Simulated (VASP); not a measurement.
# B (P6_3/mmc) in VASP: further runs

B is run at these levels: PBEsol; tasks: relaxation of cell and atoms, single point.

Everything below comes from runs of VASP 6.6.1. Logs are shortened: lines on timing, memory, paths and dates and some standing lists are left out, and cuts for length are marked.

**1. The cell of the first run**

The structure is hexagonal, space group P6_3/mmc (No. 194). Conventional cell: a = 1.707 Å, b = 1.707 Å, c = 7.137 Å, α = 90.00°, β = 90.00°, γ = 120.00°. B (site symmetry -6m2) has 6 B at 1.71 Å within 2.3 Å.

**2. Relaxation of cell and atoms, PBEsol**

INCAR reads:

```
  PREC = Accurate
  ENCUT = 600
  EDIFF = 1E-6
  ISMEAR = 0
  SIGMA = 0.1
  LREAL = False
  LASPH = True
  NELM = 100
  ALGO = Normal
  ISIF = 3
  LWAVE = False
  LCHARG = False
  GGA = PS
  IBRION = 2
  NSW = 100
  EDIFFG = -0.01
```

KPOINTS reads:

```
regular mesh
0
Gamma
  36 36 8
```

POSCAR reads:

```
B
1.0
    1.7074530834      0.0000000000      0.0000000000
   -0.8537265417      1.4786977460      0.0000000000
    0.0000000000      0.0000000000      7.1368264649
B
2
Direct
    0.3333333333      0.6666666667      0.2500000000
    0.6666666667      0.3333333333      0.7500000000
```

Potentials or basis: VASP PAW PBE potentials, release 64 (B).

Command:

```sh
$ cat potpaw_PBE.64/B/POTCAR > POTCAR
$ mpirun -np 1 vasp_std > vasp.out
```

OUTCAR:

```text
PREC = Accurate
   ENCUT = 600
   EDIFF = 1E-6
   ISMEAR = 0
   LREAL = False
   LASPH = True
   NELM = 100
   ISIF = 3
   GGA = PS
   IBRION = 2
   NSW = 100
   EDIFFG = -0.01

 ion  position               nearest neighbor table
   1  0.333  0.667  0.250-
   2  0.667  0.333  0.750-

  LATTYP: Found a hexagonal cell.
 ALAT       =     1.7074530834
 C/A-ratio  =     4.1798082385

  Lattice vectors:

 A1 = (   1.7074530834,   0.0000000000,   0.0000000000)
 A2 = (  -0.8537265417,   1.4786977460,   0.0000000000)
 A3 = (   0.0000000000,   0.0000000000,   7.1368264649)

Analysis of symmetry for initial positions (statically):
=====================================================================
 Subroutine PRICEL returns:
 Original cell was already a primitive cell.

 Routine SETGRP: Setting up the symmetry group for a
 hexagonal supercell.

 Subroutine GETGRP returns: Found 24 space group operations
 (whereof 12 operations were pure point group operations)
 out of a pool of 24 trial point group operations.

The static configuration has the point symmetry D_3d.
 The point group associated with its full space group is D_6h.

Analysis of symmetry for dynamics (positions and initial velocities):
=====================================================================
 Subroutine PRICEL returns:
 Original cell was already a primitive cell.

 Routine SETGRP: Setting up the symmetry group for a
 hexagonal supercell.

 Subroutine GETGRP returns: Found 24 space group operations
 (whereof 12 operations were pure point group operations)
 out of a pool of 24 trial point group operations.

The dynamic configuration has the point symmetry D_3d.
 The point group associated with its full space group is D_6h.

 Subroutine INISYM returns: Found 24 space group operations
 (whereof 12 operations are pure point group operations),
 and found     1 'primitive' translations

----------------------------------------------------------------------------------------

                                     Primitive cell

  volume of cell :      18.0191

  direct lattice vectors                    reciprocal lattice vectors
     1.707453083  0.000000000  0.000000000     0.585667630  0.338135364  0.000000000
    -0.853726542  1.478697746  0.000000000     0.000000000  0.676270727  0.000000000
     0.000000000  0.000000000  7.136826465     0.000000000  0.000000000  0.140118301

  length of vectors
     1.707453083  1.707453083  7.136826465     0.676270727  0.676270727  0.140118301

  position of ions in fractional coordinates (direct lattice)
     0.333333333  0.666666667  0.250000000
     0.666666667  0.333333333  0.750000000

  ion indices of the primitive-cell ions
   primitive index   ion index
                 1           1
                 2           2

----------------------------------------------------------------------------------------

 KPOINTS: regular mesh

Automatic generation of k-mesh.
 Grid dimensions read from file:
 generate k-points for:   36   36    8

 Generating k-lattice:

  Cartesian coordinates                     Fractional coordinates (reciprocal lattice)
     0.016268545  0.009392649  0.000000000     0.027777778 -0.000000000  0.000000000
     0.000000000  0.018785298  0.000000000     0.000000000  0.027777778  0.000000000
     0.000000000  0.000000000  0.017514788     0.000000000  0.000000000  0.125000000

  Length of vectors
     0.018785298  0.018785298  0.017514788

  Shift w.r.t. Gamma in fractional coordinates (k-lattice)
     0.000000000  0.000000000  0.000000000

 Subroutine IBZKPT returns following result:
 ===========================================

 Found    635 irreducible k-points:

 Following reciprocal coordinates:
            Coordinates               Weight
  0.000000  0.000000  0.000000      1.000000
  0.027778  0.000000  0.000000      6.000000
  0.055556  0.000000  0.000000      6.000000
  0.083333  0.000000  0.000000      6.000000
  0.111111  0.000000  0.000000      6.000000
  0.138889  0.000000  0.000000      6.000000
[... 16 lines left out ...]
  0.111111  0.027778  0.000000     12.000000
  0.138889  0.027778  0.000000     12.000000
 [... further k-points ...]
   k-points           NKPTS =    635   k-points in BZ     NKDIM =    635   number of bands    NBANDS=      7
   number of dos      NEDOS =    301   number of ions     NIONS =      2
   total plane-waves  NPLWV =  11760
   dimension x,y,z NGX =    14 NGY =   14 NGZ =   60
   dimension x,y,z NGXF=    28 NGYF=   28 NGZF=  120
   ions per type =               2
   NGX,Y,Z   is equivalent  to a cutoff of  13.63, 13.63, 13.98 a.u.
   NGXF,Y,Z  is equivalent  to a cutoff of  27.26, 27.26, 27.95 a.u.
 SYSTEM =  unknown system
   PREC   = accura    normal or accurate (medium, high low for compatibility)
   ISTART =      0    job   : 0-new  1-cont  2-samecut
   ICHARG =      2    charge: 1-file 2-atom 10-const
   ISPIN  =      1    spin polarized calculation?
   LNONCOLLINEAR =      F non collinear calculations
   LSORBIT =      F    spin-orbit coupling
   LASPH  =      T    aspherical Exc in radial PAW
   ENCUT  =  600.0 eV  44.10 Ry    6.64 a.u.   3.41  3.41 14.25*2*pi/ulx,y,z
   NELM   =    100;   NELMIN=  2; NELMDL= -5     # of ELM steps
   EDIFF  = 0.1E-05   stopping-criterion for ELM
   LREAL  =      F    real-space projection
   EDIFFG = -.1E-01   stopping-criterion for IOM
   NSW    =    100    number of steps for IOM
   IBRION =      2    ionic relax: 0-MD 1-quasi-New 2-CG
   NFREE  =      1    steps in history (QN), initial steepest desc. (CG)
   ISIF   =      3    stress and relaxation
   ISYM   =      2    0-nonsym 1-usesym 2-fastsym
   POTIM  = 0.5000    time-step for ionic-motion
   TEBEG  =    0.0;   TEEND  =   0.0 temperature during run
   PSTRESS=    0.0 pullay stress
   NELECT =       6.0000    total number of electrons
   NUPDOWN=      -1.0000    fix difference up-down
   EMIN   =  10.00;   EMAX   =-10.00  energy-range for DOS
   EFERMI =   0.00;   METHOD = LEGACY
   ISMEAR =     0;   SIGMA  =   0.10  broadening in eV -4-tet -1-fermi 0-gaus
   EFERMI_NEDOS =   21; number of points for ismear=-14 and -15
   IALGO  =     38    algorithm
   IMIX   =      4    mixing-type and parameters
     AMIX     =   0.40;   BMIX     =  1.00
     AMIX_MAG =   1.60;   BMIX_MAG =  1.00
  volume/ion in A,a.u.               =       9.01        60.80
  Fermi-wavevector in a.u.,A,eV,Ry     =   1.134699  2.144271 17.518081  1.287543
  Thomas-Fermi vector in A             =   2.271404
   LORBIT       =      0    0 simple, 1 ext, 2 COOP (PROOUT), +10 PAW based schemes
   GGA     = PS    functional components
   LHFCALC =     F    Hartree Fock is set to
   AEXX    =    0.0000 exact exchange contribution
   IVDW    =     0    specifies the selected vdW correction
   LEPSILON=     F    determine dielectric tensor
   LRPA    =     F    only Hartree local field effects (RPA)
 conjugate gradient relaxation of ions
 non-spin polarized calculation
 Gauss-broadening in eV      SIGMA  =   0.10
  energy-cutoff  :      600.00
  volume of cell :       18.02
 maximum number of plane-waves:       624
 NGX is ok and might be reduce to    14

--------------------------------------- Ionic step        1  -------------------------------------------

 number of electron       6.0000000 magnetization

 Free energy of the ion-electron system (eV)
  ---------------------------------------------------
  ext. energy  EPLUGINS =         0.00000000
  ---------------------------------------------------
  free energy    TOTEN  =       -12.61755675 eV

  energy without entropy =      -12.61523738  energy(sigma->0) =      -12.61639707

------------------------ aborting loop because EDIFF is reached ----------------------------------------

  FORCE on cell =-STRESS in cart. coord.  units (eV):
  Direction    XX          YY          ZZ          XY          YZ          ZX
  --------------------------------------------------------------------------------------
  -------------------------------------------------------------------------------------
  Total        0.0565982      0.0565982     -0.0405723      0.0000000      0.0000000      0.0000000
  in kB        5.0324547      5.0324547     -3.6075018      0.0000000      0.0000000      0.0000000
  external PRESSURE =       2.1524692 kB  Pullay stress =       0.0000000 kB
[... 165 lines left out ...]
  energy  without entropy=      -12.6153608447  energy(sigma->0) =      -12.61656016

--------------------------------------- Ionic step        6  -------------------------------------------

 number of electron       6.0000000 magnetization

 Free energy of the ion-electron system (eV)
  ---------------------------------------------------
  ext. energy  EPLUGINS =         0.00000000
  ---------------------------------------------------
  free energy    TOTEN  =       -12.61790433 eV

  energy without entropy =      -12.61544975  energy(sigma->0) =      -12.61667704

 E-fermi :   5.4396     XC(G=0): -10.4204

 val. band max:        5.4315461022   @ k =   0.3333   0.0278   0.5000
 cond. band min:       5.4486530753   @ k =   0.2778   0.1389   0.0000
 fundamental gap:      0.0171069730
 Fermi energy:         5.4395864778

 k-point     1 :       0.0000    0.0000    0.0000
  band No.  band energies     occupation
      1     -11.7216      2.00000
      2     -11.3062      2.00000
      3      -3.3367      2.00000
      4      -1.0556      2.00000
      5       7.8415      0.00000
      6      15.1115      0.00000
      7      20.2885      0.00000
[... 221 lines left out ...]
 k-point    24 :       0.1389    0.0278    0.0000
  band No.  band energies     occupation
      1     -10.6209      2.00000
      2     -10.2460      2.00000
      3      -1.7500      2.00000
      4       0.4999      2.00000
      5       9.1533      0.00000
      6      16.6100      0.00000
      7      20.3002      0.00000

 [... further k-points ...]
[... 5 lines left out ...]
  --------------------------------------------------------------------------------------
  -------------------------------------------------------------------------------------
  Total       -0.0070866     -0.0070866     -0.0151413     -0.0000000      0.0000000      0.0000000
  in kB       -0.6364639     -0.6364639     -1.3598688     -0.0000000      0.0000000      0.0000000
  external PRESSURE =      -0.8775989 kB  Pullay stress =       0.0000000 kB
[... 17 lines left out ...]
  FREE ENERGIE OF THE ION-ELECTRON SYSTEM (eV)
  ---------------------------------------------------
  free  energy   TOTEN  =       -12.6179043304 eV

  energy  without entropy=      -12.6154497533  energy(sigma->0) =      -12.61667704

 reached required accuracy - stopping structural energy minimisation
```

Wall time 2.3 min (1 thread of Intel Xeon 6975P-C, shared host); peak memory 0.2 GiB.

What came out:

```yaml
Free_energy: -12.6179 eV
Relaxed_volume: 8.92 Å³/atom
Relaxed_cell: a = 1.709 Å, b = 1.709 Å, c = 7.056 Å, α = 90.00°, β = 90.00°, γ = 120.00°
Space_group_after_relaxing_to_0.05_Å: P6_3/mmc (No. 194)
Energy_gained_by_relaxing: 0.2 meV/atom
Ionic_steps: 6
Pressure_after_relaxing: -0.1 GPa
Band_gap_on_the_k_mesh: zero (band 3 reaches 8.81 eV, above the bottom of band 4 at -2.33 eV)
```

The path:
| step | energy change (eV) | largest force (eV/Å) | pressure (GPa) | volume (Å³) |
| --- | --- | --- | --- | --- |
| 1 | 0.0000 | 0.0000 | 0.22 | 18.02 |
| 2 | 0.0000 | 0.0000 | -0.55 | 18.05 |
| 3 | -0.0001 | 0.0000 | -0.20 | 18.04 |
| 4 | -0.0001 | 0.0000 | -0.20 | 18.02 |
| 5 | -0.0002 | 0.0000 | -0.17 | 17.96 |
| 6 | -0.0003 | 0.0000 | -0.09 | 17.84 |

Final structure:
```cif
data_structure
_symmetry_space_group_name_H-M 'P 1'
_symmetry_Int_Tables_number 1
_cell_length_a 1.7086
_cell_length_b 1.7086
_cell_length_c 7.0565
_cell_angle_alpha 90.000
_cell_angle_beta 90.000
_cell_angle_gamma 120.000
_cell_volume 17.84
loop_
_atom_site_label
_atom_site_type_symbol
_atom_site_fract_x
_atom_site_fract_y
_atom_site_fract_z
_atom_site_occupancy
B1 B 0.33333 0.66667 0.25000 1
B2 B 0.66667 0.33333 0.75000 1
```

Caveat: the PAW data sets were made with another functional, which shifts forces and pressure a little; this functional lacks dispersion, which binds the layers, so the pressure and a relaxed spacing across them are unreliable.

**3. Single point, PBEsol**

This run uses another cell than the first one: it holds 4 atoms, not 2.

INCAR reads:

```
SYSTEM = B
  PREC = Accurate
  ENCUT = 520
  EDIFF = 1E-6
  ISMEAR = 0
  SIGMA = 0.1
  LREAL = .FALSE.
  LASPH = .TRUE.
  NELM = 80
  ALGO = Normal
  ISIF = 2
  LWAVE = .FALSE.
  LCHARG = .FALSE.
  GGA = PS
  NBANDS = 14
```

KPOINTS reads:

```
Automatic mesh
0
G
  9 9 4
  0 0 0
```

POSCAR reads:

```
B
1.0
    2.0958357340      0.0000000000      0.0000000000
   -1.0479178670      1.8150469878      0.0000000000
    0.0000000000      0.0000000000      6.2217865572
B
4
Direct
    0.0000000000      0.0000000000      0.0000000000
    0.0000000000      0.0000000000      0.5000000000
    0.3333333333      0.6666666667      0.7500000000
    0.6666666667      0.3333333333      0.2500000000
```

Potentials or basis: VASP PAW PBE potentials, release 64 (B).

Command:

```sh
$ cat potpaw_PBE.64/B/POTCAR > POTCAR
$ mpirun -np 1 vasp_std > vasp.out
```

Wall time 5.7 s (1 thread of Intel Xeon Platinum 8375C at 2.90GHz (Ice Lake), shared host); peak memory 0.13 GiB.

The run converged. Its results:

```yaml
Free_energy: -22.6935 eV
Pressure: 0.4 GPa
Band_gap_on_the_k_mesh: zero (band 6 reaches 19.48 eV, above the bottom of band 7 at 8.09 eV)
```

Levels at points of the mesh, in eV from the Fermi level:
```tsv
k point	band 3	band 4	band 5	band 6	band 7	band 8	band 9	band 10
(0.00, 0.00, 0.00)	-15.88	-8.88	-3.17	9.18	9.30	11.10	11.10	12.70
(0.00, 0.00, 0.50)	-12.21	-12.21	1.61	1.61	11.57	11.57	11.57	11.57
```

Caveat: the k points lie up to 0.38 Å⁻¹ apart; the PAW data sets were made with another functional, which shifts forces and pressure a little.
